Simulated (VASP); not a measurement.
The system is C.

```xyz
1
Lattice="3.6154 0.0000 0.0000 -1.8077 3.1310 0.0000 0.0000 0.0000 1.2839" Properties=species:S:1:pos:R:3 pbc="T T T"
C     0.0000    0.0000    0.0000
```

```yaml
Program: VASP 6.6.1
Task: relaxation of cell and atoms
Functional: PBE
Potentials_or_basis: VASP PAW PBE potentials, release 64 (C_h)
Cutoff: 910 eV
k_mesh: 18 × 18 × 42
Occupations: gaussian, width 0.1 eV
Spin: no spin polarisation
```

At the start: pressure -0.1 GPa; volume 14.53 Å³/atom.

**Question.** Where does the relaxation end?

**Answer.** Over 8 steps the energy falls by 9.8 meV/atom and the volume is 16.83 Å³/atom (+15.8 %); space group P6/mmm (No. 191, to 0.1 Å) before and after.

Step by step:
| step | energy change (eV) | largest force (eV/Å) | pressure (GPa) | volume (Å³) |
| --- | --- | --- | --- | --- |
| 1 | 0.0000 | 0.0000 | -0.08 | 14.53 |
| 2 | 0.0040 | 0.0000 | 5.02 | 14.52 |
| 3 | -0.0004 | 0.0000 | 1.09 | 14.53 |
| 4 | -0.0016 | 0.0000 | 1.01 | 14.70 |
| 5 | -0.0047 | 0.0000 | 0.78 | 15.22 |
| 6 | -0.0090 | 0.0000 | 0.31 | 16.30 |
| 7 | -0.0046 | 0.0000 | -0.72 | 18.55 |
| 8 | -0.0098 | 0.0000 | 0.07 | 16.83 |

Final structure:
```cif
data_structure
_symmetry_space_group_name_H-M 'P 1'
_symmetry_Int_Tables_number 1
_cell_length_a 3.8946
_cell_length_b 3.8946
_cell_length_c 1.2809
_cell_angle_alpha 90.000
_cell_angle_beta 90.000
_cell_angle_gamma 120.000
_cell_volume 16.83
loop_
_atom_site_label
_atom_site_type_symbol
_atom_site_fract_x
_atom_site_fract_y
_atom_site_fract_z
_atom_site_occupancy
C1 C 0.00000 0.00000 0.00000 1
```

Caveat: the cutoff is under 1.25 times the usual one of these potentials, so pressure, stress and relaxed cells hold a basis-set (Pulay) error; the volume moved by over 15 % at a fixed basis, so the end points are rough.
